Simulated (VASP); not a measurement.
# Be2I (P-4m2) in VASP: notebook, part 2 of 2

VASP 6.6.1. The steps go on from the part before.

### 4 Single point, PBE (atoms taken out)

Contents of INCAR:

```
SYSTEM = Be2I
  PREC = Accurate
  ENCUT = 600
  EDIFF = 1E-6
  ISMEAR = 0
  SIGMA = 0.1
  LREAL = .FALSE.
  LASPH = .TRUE.
  NELM = 120
  ALGO = Normal
  ISIF = 2
  LWAVE = .FALSE.
  LCHARG = .FALSE.
  GGA = PE
  NBANDS = 12
  GGA_COMPAT = .FALSE.
```

Contents of KPOINTS:

```
regular mesh
0
G
  6 6 4
  0 0 0
```

Contents of POSCAR:

```
Be2I
1.0
    3.3934587230      0.0000000000      0.0000000000
    0.0000000000      3.3934587230      0.0000000000
    0.0000000000      0.0000000000      4.9127352084
Be I
2 1
Direct
    0.5000000000      0.0000000000      0.5745279983
    0.0000000000      0.5000000000      0.4254720017
    0.0000000000      0.0000000000      0.0000000000
```

The run is started by

```bash
$ cat potpaw_PBE.64/Be/POTCAR potpaw_PBE.64/I/POTCAR > POTCAR
$ mpirun -np 1 vasp_std > vasp.out
```

Wall time 20 s (1 thread of AMD EPYC 7R43 (Zen 3), shared host); peak memory 0.14 GiB.

Results (log left out):

```
Free energy            : -6.5236 eV
Pressure               : -0.2 GPa
Largest force          : 0.005 eV/Å
Band gap on the k mesh : zero (an odd number of electrons rules out a gap without spin polarisation)
```

Forces in eV/Å, atoms in the order of the input:
```
Be   0.000  0.000  0.005
Be   0.000  0.000 -0.005
I    0.000  0.000  0.000
```

Stress tensor (GPa, compression positive):
```
-0.15  0.00  0.00
 0.00 -0.15  0.00
 0.00  0.00 -0.26
```

Levels at points of the mesh, in eV from the Fermi level:
```
           k point  band 1  band 2  band 3  band 4  band 5  band 6  band 7  band 8  band 9  band 10
(0.00, 0.00, 0.00)  -14.94   -6.03   -4.98   -1.71   -1.71    3.48    3.48    3.98    4.03     6.09
(0.50, 0.00, 0.00)  -13.90   -6.93   -4.68   -2.65   -1.75   -0.75    0.68    4.84    5.53     5.77
(0.50, 0.50, 0.00)  -12.89   -5.63   -5.63   -3.33   -2.04   -1.23    1.46    1.46    2.33     2.33
(0.00, 0.00, 0.50)  -14.81   -8.11   -1.28   -1.28   -0.41    1.56    1.92    1.92    3.89     5.58
(0.50, 0.00, 0.50)  -13.79   -6.47   -6.46   -3.78   -0.51    1.44    4.18    4.51    4.58     5.11
(0.50, 0.50, 0.50)  -12.78   -5.46   -5.46   -5.24   -1.63   -0.53   -0.53    1.85    3.08     5.82
```

Caveat: the cell differs from its parent crystal (atoms taken out); spin-orbit coupling is left out, which moves the levels of the heavy elements; an odd number of electrons without spin polarisation forces a metal; a magnetic or distorted state may lie lower.

### 5 Relaxation of cell and atoms, PBE (atoms taken out)

Contents of INCAR:

```
ALGO     = Normal         # electronic algorithm
EDIFF    = 1E-7           # SCF threshold, eV
EDIFFG   = -0.04          # ionic threshold
ENCUT    = 600            # plane-wave cutoff, eV
GGA      = PE             # functional
GGA_COMPAT= False        
IBRION   = 2              # ionic algorithm
ISIF     = 3              # what is computed and relaxed
ISMEAR   = 0              # smearing method
LASPH    = True           # aspherical terms in the spheres
LCHARG   = False          # write CHGCAR
LREAL    = False          # projectors in reciprocal space
LWAVE    = False          # write WAVECAR
NELM     = 120            # most SCF steps
NELMIN   = 4            
NSW      = 90             # ionic steps
PREC     = Accurate       # precision mode
SIGMA    = 0.1            # smearing width, eV
```

Contents of KPOINTS:

```
k-points
0
Gamma
  4 4 4
```

Contents of POSCAR:

```
Be2I
1.0
    3.9600084200      0.0000000000      0.0000000000
    0.0000000000      3.9600084200      0.0000000000
    0.0000000000      0.0000000000      5.6002976100
Be I
2 1
Direct
    0.5000000000      0.0000000000      0.7500000000
    0.0000000000      0.5000000000      0.2500000000
    0.0000000000      0.0000000000      0.0000000000
```

The run is started by

```bash
$ cat potpaw_PBE.64/Be/POTCAR potpaw_PBE.64/I/POTCAR > POTCAR
$ mpirun -np 1 vasp_std > vasp.out
```

Run time: 5.1 min. Hardware: 1 thread of AMD EPYC 7R43 (Zen 3), shared host; peak memory 0.18 GiB.

The run converged. Its results:

```
Free energy                           : -6.3947 eV
Relaxed volume                        : 18.51 Å³/atom
Relaxed cell                          : a = 3.472 Å, b = 3.472 Å, c = 4.606 Å, α = 90.00°, β = 90.00°, γ = 90.00°
Space group after relaxing (to 0.1 Å) : P-4m2 (No. 115)
Energy gained by relaxing             : 850.2 meV/atom
Ionic steps                           : 25
Pressure after relaxing               : 0.0 GPa
Band gap on the k mesh                : zero (an odd number of electrons rules out a gap without spin polarisation)
```

Stress tensor (GPa, compression positive):
```
-0.14  0.00  0.00
 0.00 -0.14  0.00
 0.00  0.00  0.26
```

The path:
| step | energy change (eV) | largest force (eV/Å) | pressure (GPa) | volume (Å³) |
| --- | --- | --- | --- | --- |
| 1 | 0.0000 | 1.4105 | -2.08 | 87.82 |
| 2 | -0.2792 | 1.5797 | -2.00 | 83.07 |
| 3 | -1.1745 | 1.9200 | -0.83 | 69.73 |
| 4 | -1.4253 | 1.3419 | 16.15 | 47.04 |
| 5 | -1.7178 | 1.3839 | 8.51 | 53.69 |
| 6 | -1.8429 | 1.1194 | 8.34 | 53.27 |
| 7 | -2.0847 | 0.6993 | 6.73 | 52.03 |
| 8 | -2.2364 | 0.0194 | 7.72 | 49.58 |
| 9 | -2.3839 | 0.0210 | 3.62 | 52.74 |
| 10 | -2.4583 | 0.0289 | -0.28 | 56.75 |
| 11 | -2.4609 | 0.0644 | -0.73 | 57.49 |
| 12 | -2.4625 | 0.1213 | -1.31 | 58.59 |
| 13 | -2.4903 | 0.1802 | -0.77 | 58.19 |
| 14 | -2.5295 | 0.0054 | -0.73 | 56.89 |
| 15 | -2.3826 | 0.3822 | 1.74 | 53.80 |
| 16 | -2.5427 | 0.0767 | -0.59 | 56.37 |
| 17 | -2.5235 | 0.1674 | 0.32 | 55.48 |
| 18 | -2.5443 | 0.0954 | -0.45 | 56.20 |
| 19 | -2.5442 | 0.1010 | -0.40 | 56.15 |
| 20 | -2.5460 | 0.0938 | 0.06 | 55.61 |
| 21 | -2.5463 | 0.0896 | 0.32 | 55.32 |
| 22 | -2.5479 | 0.0685 | 0.22 | 55.39 |
| 23 | -2.5502 | 0.0146 | -0.05 | 55.61 |
| 24 | -2.5502 | 0.0084 | -0.08 | 55.64 |
| 25 | -2.5506 | 0.0017 | -0.01 | 55.53 |

Final structure:
```
Be I
1.0
     3.47223    0.00000    0.00000
     0.00000    3.47223    0.00000
     0.00000    0.00000    4.60626
Be I
2 1
Direct
  0.50000 0.00000 0.55458
  0.00000 0.50000 0.44542
  0.00000 0.00000 0.00000
```

Levels at points of the mesh, in eV from the Fermi level:
| k point | band 1 | band 2 | band 3 | band 4 | band 5 | band 6 | band 7 | band 8 | band 9 |
| --- | --- | --- | --- | --- | --- | --- | --- | --- | --- |
| (0.00, 0.00, 0.00) | -15.26 | -6.09 | -4.69 | -2.51 | -2.51 | 3.16 | 3.23 | 3.23 | 3.37 |
| (0.50, 0.00, 0.00) | -14.37 | -7.29 | -4.86 | -2.56 | -1.62 | -1.40 | 0.67 | 4.14 | 4.64 |
| (0.50, 0.50, 0.00) | -13.50 | -6.06 | -6.06 | -3.60 | -2.41 | -1.35 | 1.40 | 1.40 | 2.26 |
| (0.00, 0.00, 0.50) | -15.07 | -8.50 | -1.91 | -1.91 | 0.44 | 1.24 | 1.24 | 1.84 | 3.14 |
| (0.50, 0.00, 0.50) | -14.18 | -7.05 | -6.67 | -4.04 | -1.24 | 2.31 | 3.64 | 3.98 | 5.42 |
| (0.50, 0.50, 0.50) | -13.30 | -5.98 | -5.79 | -5.79 | -1.89 | -1.08 | -1.08 | 1.80 | 3.76 |

Caveat: the k points lie up to 0.45 Å⁻¹ apart in the final cell, too coarse for converged energies and pressures of a metal; the cell differs from its parent crystal (atoms taken out); the volume moved by over 15 % at a fixed basis, so the end points are rough; spin-orbit coupling is left out, which moves the levels of the heavy elements; an odd number of electrons without spin polarisation forces a metal; a magnetic or distorted state may lie lower.

### 6 Relaxation of cell and atoms, PBE (atoms taken out)

Contents of INCAR:

```
PREC     = Accurate       # precision mode
ENCUT    = 600            # plane-wave cutoff, eV
EDIFF    = 1E-7           # SCF threshold, eV
ISMEAR   = 0              # smearing method
SIGMA    = 0.1            # smearing width, eV
LREAL    = False          # projectors in reciprocal space
LASPH    = True           # aspherical terms in the spheres
NELM     = 120            # most SCF steps
ALGO     = Normal         # electronic algorithm
ISIF     = 3              # what is computed and relaxed
LWAVE    = False          # write WAVECAR
LCHARG   = False          # write CHGCAR
GGA      = PE             # functional
IBRION   = 2              # ionic algorithm
NSW      = 90             # ionic steps
EDIFFG   = -0.04          # ionic threshold
GGA_COMPAT= False        
NELMIN   = 4
```

Contents of KPOINTS:

```
regular mesh
0
Gamma
  6 6 4
```

Contents of POSCAR:

```
Be2I
1.0
    3.4296551454      0.0000000000      0.0000000000
    0.0000000000      3.4296551454      0.0000000000
    0.0000000000      0.0000000000      4.8754667198
Be I
2 1
Direct
    0.5000000000      0.0000000000      0.5814537194
    0.0000000000      0.5000000000      0.4185462806
    0.0000000000      0.0000000000      0.0000000000
```

Potentials or basis: VASP PAW PBE potentials, release 64 (Be, I).

The run is started by

```bash
$ cat potpaw_PBE.64/Be/POTCAR potpaw_PBE.64/I/POTCAR > POTCAR
$ mpirun -np 1 vasp_std > vasp.out
```

OUTCAR:

```text
PREC = Accurate
   ENCUT = 600
   EDIFF = 1E-7
   ISMEAR = 0
   LREAL = False
   LASPH = True
   NELM = 120
   ISIF = 3
   GGA = PE
   IBRION = 2
   NSW = 90
   EDIFFG = -0.04
   NELMIN = 4

 ion  position               nearest neighbor table
   1  0.500  0.000  0.581-   3 2.67   3 2.67
   2  0.000  0.500  0.419-   3 2.67   3 2.67
   3  0.000  0.000  0.000-   1 2.67   2 2.67   2 2.67   1 2.67

  LATTYP: Found a simple tetragonal cell.
 ALAT       =     3.4296551454
 C/A-ratio  =     1.4215617936

  Lattice vectors:

 A1 = (   3.4296551454,   0.0000000000,   0.0000000000)
 A2 = (   0.0000000000,   3.4296551454,   0.0000000000)
 A3 = (   0.0000000000,   0.0000000000,   4.8754667198)

Analysis of symmetry for initial positions (statically):
=====================================================================
 Subroutine PRICEL returns:
 Original cell was already a primitive cell.

 Routine SETGRP: Setting up the symmetry group for a
 simple tetragonal supercell.

 Subroutine GETGRP returns: Found  8 space group operations
 (whereof  8 operations were pure point group operations)
 out of a pool of 16 trial point group operations.

The static configuration has the point symmetry D_2d.

Analysis of symmetry for dynamics (positions and initial velocities):
=====================================================================
 Subroutine PRICEL returns:
 Original cell was already a primitive cell.

 Routine SETGRP: Setting up the symmetry group for a
 simple tetragonal supercell.

 Subroutine GETGRP returns: Found  8 space group operations
 (whereof  8 operations were pure point group operations)
 out of a pool of 16 trial point group operations.

The dynamic configuration has the point symmetry D_2d.

 Subroutine INISYM returns: Found  8 space group operations
 (whereof  8 operations are pure point group operations),
 and found     1 'primitive' translations

----------------------------------------------------------------------------------------

                                     Primitive cell

  volume of cell :      57.3478

  direct lattice vectors                    reciprocal lattice vectors
     3.429655145  0.000000000  0.000000000     0.291574505  0.000000000  0.000000000
     0.000000000  3.429655145  0.000000000     0.000000000  0.291574505  0.000000000
     0.000000000  0.000000000  4.875466720     0.000000000  0.000000000  0.205108569

  length of vectors
     3.429655145  3.429655145  4.875466720     0.291574505  0.291574505  0.205108569

  position of ions in fractional coordinates (direct lattice)
     0.500000000  0.000000000  0.581453719
     0.000000000  0.500000000  0.418546281
     0.000000000  0.000000000  0.000000000

  ion indices of the primitive-cell ions
   primitive index   ion index
                 1           1
                 2           2
                 3           3

----------------------------------------------------------------------------------------

 KPOINTS: regular mesh

[... 52 lines left out ...]
   dimension x,y,z NGX =    28 NGY =   28 NGZ =   40
   dimension x,y,z NGXF=    56 NGYF=   56 NGZF=   80
   ions per type =               2   1
   NGX,Y,Z   is equivalent  to a cutoff of  13.57, 13.57, 13.64 a.u.
   NGXF,Y,Z  is equivalent  to a cutoff of  27.14, 27.14, 27.28 a.u.
 SYSTEM =  unknown system
   PREC   = accura    normal or accurate (medium, high low for compatibility)
   ISTART =      0    job   : 0-new  1-cont  2-samecut
   ICHARG =      2    charge: 1-file 2-atom 10-const
   ISPIN  =      1    spin polarized calculation?
   LNONCOLLINEAR =      F non collinear calculations
   LSORBIT =      F    spin-orbit coupling
   LASPH  =      T    aspherical Exc in radial PAW
   ENCUT  =  600.0 eV  44.10 Ry    6.64 a.u.   6.85  6.85  9.74*2*pi/ulx,y,z
   NELM   =    120;   NELMIN=  4; NELMDL= -5     # of ELM steps
   EDIFF  = 0.1E-06   stopping-criterion for ELM
   LREAL  =      F    real-space projection
   EDIFFG = -.4E-01   stopping-criterion for IOM
   NSW    =     90    number of steps for IOM
   IBRION =      2    ionic relax: 0-MD 1-quasi-New 2-CG
   NFREE  =      1    steps in history (QN), initial steepest desc. (CG)
   ISIF   =      3    stress and relaxation
   ISYM   =      2    0-nonsym 1-usesym 2-fastsym
   POTIM  = 0.5000    time-step for ionic-motion
   TEBEG  =    0.0;   TEEND  =   0.0 temperature during run
   PSTRESS=    0.0 pullay stress
   NELECT =      11.0000    total number of electrons
   NUPDOWN=      -1.0000    fix difference up-down
   EMIN   =  10.00;   EMAX   =-10.00  energy-range for DOS
   EFERMI =   0.00;   METHOD = LEGACY
   ISMEAR =     0;   SIGMA  =   0.10  broadening in eV -4-tet -1-fermi 0-gaus
   EFERMI_NEDOS =   21; number of points for ismear=-14 and -15
   IALGO  =     38    algorithm
   IMIX   =      4    mixing-type and parameters
     AMIX     =   0.40;   BMIX     =  1.00
     AMIX_MAG =   1.60;   BMIX_MAG =  1.00
  volume/ion in A,a.u.               =      19.12       129.00
  Fermi-wavevector in a.u.,A,eV,Ry     =   0.944133  1.784153 12.128068  0.891388
  Thomas-Fermi vector in A             =   2.071909
   LORBIT       =      0    0 simple, 1 ext, 2 COOP (PROOUT), +10 PAW based schemes
   GGA     = PE    functional components
   LHFCALC =     F    Hartree Fock is set to
   AEXX    =    0.0000 exact exchange contribution
   IVDW    =     0    specifies the selected vdW correction
   LEPSILON=     F    determine dielectric tensor
   LRPA    =     F    only Hartree local field effects (RPA)
 conjugate gradient relaxation of ions
 non-spin polarized calculation
 Gauss-broadening in eV      SIGMA  =   0.10
  energy-cutoff  :      600.00
  volume of cell :       57.35
 maximum number of plane-waves:      1934
 NGX is ok and might be reduce to    28
   NGX = 13   NGY = 13   NGZ = 19

--------------------------------------- Ionic step        1  -------------------------------------------

 number of electron      10.9999999 magnetization

 Free energy of the ion-electron system (eV)
  ---------------------------------------------------
  ext. energy  EPLUGINS =         0.00000000
  ---------------------------------------------------
  free energy    TOTEN  =        -6.51385489 eV

  energy without entropy =       -6.50890016  energy(sigma->0) =       -6.51137753

------------------------ aborting loop because EDIFF is reached ----------------------------------------

  FORCE on cell =-STRESS in cart. coord.  units (eV):
  Direction    XX          YY          ZZ          XY          YZ          ZX
  --------------------------------------------------------------------------------------
  -------------------------------------------------------------------------------------
  Total       -0.5286944     -0.5286944      0.2468735      0.0000000      0.0000000      0.0000000
  in kB      -14.7706022    -14.7706022      6.8971215      0.0000000      0.0000000      0.0000000
  external PRESSURE =      -7.5480276 kB  Pullay stress =       0.0000000 kB
[... 172 lines left out ...]
--------------------------------------- Ionic step        6  -------------------------------------------

 number of electron      11.0000000 magnetization

 Free energy of the ion-electron system (eV)
  ---------------------------------------------------
  ext. energy  EPLUGINS =         0.00000000
  ---------------------------------------------------
  free energy    TOTEN  =        -6.52324673 eV

  energy without entropy =       -6.51886544  energy(sigma->0) =       -6.52105609

 E-fermi :   5.7329     XC(G=0):  -9.3594

 val. band max:        5.6061628221   @ k =   0.3333   0.3333   0.5000
 cond. band min:       5.7499781371   @ k =   0.3333   0.3333   0.2500
 fundamental gap:      0.1438153149
 Fermi energy:         5.7328811685

 k-point     1 :       0.0000    0.0000    0.0000
  band No.  band energies     occupation
      1      -9.2336      2.00000
      2      -0.3296      2.00000
      3       0.7424      2.00000
      4       4.0086      2.00000
      5       4.0086      2.00000
      6       9.2430      0.00000
      7       9.2430      0.00000
      8       9.7049      0.00000
      9       9.7505      0.00000
[... 265 lines left out ...]
 k-point    24 :       0.5000    0.0000    0.5000
  band No.  band energies     occupation
      1      -8.0875      2.00000
      2      -0.7769      2.00000
      3      -0.7294      2.00000
      4       1.9559      2.00000
      5       5.2036      2.00000
      6       7.1247      0.00000
      7       9.9255      0.00000
      8      10.2690      0.00000
      9      10.2691      0.00000

 [... further k-points ...]

------------------------ aborting loop because EDIFF is reached ----------------------------------------

  FORCE on cell =-STRESS in cart. coord.  units (eV):
  Direction    XX          YY          ZZ          XY          YZ          ZX
  --------------------------------------------------------------------------------------
  -------------------------------------------------------------------------------------
  Total       -0.0119056     -0.0119056     -0.1159371      0.0000000      0.0000000      0.0000000
  in kB       -0.3371857     -0.3371857     -3.2835306      0.0000000      0.0000000      0.0000000
  external PRESSURE =      -1.3193007 kB  Pullay stress =       0.0000000 kB
[... 18 lines left out ...]
  FREE ENERGIE OF THE ION-ELECTRON SYSTEM (eV)
  ---------------------------------------------------
  free  energy   TOTEN  =        -6.5232467336 eV

  energy  without entropy=       -6.5188654405  energy(sigma->0) =       -6.52105609

 reached required accuracy - stopping structural energy minimisation
```

It took 62 s on 1 thread of AMD EPYC 7R43 (Zen 3), shared host; peak memory 0.16 GiB.

What came out:

```yaml
Free_energy: -6.5232 eV
Relaxed_volume: 18.86 Å³/atom
Relaxed_cell: a = 3.390 Å, b = 3.390 Å, c = 4.922 Å, α = 90.00°, β = 90.00°, γ = 90.00°
Space_group_after_relaxing_to_0.1_Å: P-4m2 (No. 115)
Energy_gained_by_relaxing: 3.1 meV/atom
Ionic_steps: 6
Pressure_after_relaxing: -0.1 GPa
Largest_force_after_relaxing: 0.023 eV/Å
Band_gap_on_the_k_mesh: zero (an odd number of electrons rules out a gap without spin polarisation)
```

Forces on the atoms (eV/Å):
```
Be   0.000  0.000 -0.023
Be   0.000  0.000  0.023
I    0.000  0.000  0.000
```

Step by step:
```
step  energy change (eV)  largest force (eV/Å)  pressure (GPa)  volume (Å³)
   1              0.0000                0.0891           -0.75        57.35
   2             -0.0073                0.0740           -0.12        56.60
   3             -0.0081                0.0661            0.19        56.26
   4             -0.0087                0.0524            0.03        56.42
   5             -0.0090                0.0337           -0.18        56.64
   6             -0.0094                0.0228           -0.13        56.57
```

Final structure:
```
CELL_PARAMETERS angstrom
3.39019 0.00000 0.00000
0.00000 3.39019 0.00000
0.00000 0.00000 4.92201
ATOMIC_POSITIONS crystal
Be 0.50000 0.00000 0.57727
Be 0.00000 0.50000 0.42273
I 0.00000 0.00000 0.00000
```

Caveat: the cell differs from its parent crystal (atoms taken out); spin-orbit coupling is left out, which moves the levels of the heavy elements; an odd number of electrons without spin polarisation forces a metal; a magnetic or distorted state may lie lower.

### 7 The runs side by side

```tsv
task	cell	k mesh	gap on the mesh (eV)	pressure (GPa)	relaxed volume (Å³/atom)	largest force (eV/Å)
single point	a = 3.430, b = 3.430, c = 4.875 Å, 3 atoms, atomic positions A	4 × 4 × 4	none	0.0	-	0.02
single point	a = 3.960, b = 3.960, c = 5.600 Å, 3 atoms, atomic positions B	4 × 4 × 4	none	-2.1	-	1.41
single point	a = 3.393, b = 3.393, c = 4.913 Å, 3 atoms, atomic positions C	6 × 6 × 4	none	-0.2	-	0.01
relaxation of cell and atoms	relaxed from a = 3.960, b = 3.960, c = 5.600 Å, 3 atoms, atomic positions B	4 × 4 × 4	none	0.0	18.51	-
relaxation of cell and atoms	relaxed from a = 3.430, b = 3.430, c = 4.875 Å, 3 atoms, atomic positions A	6 × 6 × 4	none	-0.1	18.86	0.02
```

Alike in all rows: level PBE; potentials or basis VASP PAW PBE potentials, release 64 (Be, I); no spin polarisation; cutoff (eV) 600; smearing gaussian 0.1 eV.

Caveats: some runs use coarse meshes; spin-orbit coupling is left out, which moves the levels of the heavy elements; an odd number of electrons without spin polarisation forces a metal; a magnetic or distorted state may lie lower; the volume moved by over 15 % at a fixed basis, so the end points are rough (at least some runs).

Total energies depend on the potentials used, so only differences within one code and one set of settings carry meaning.
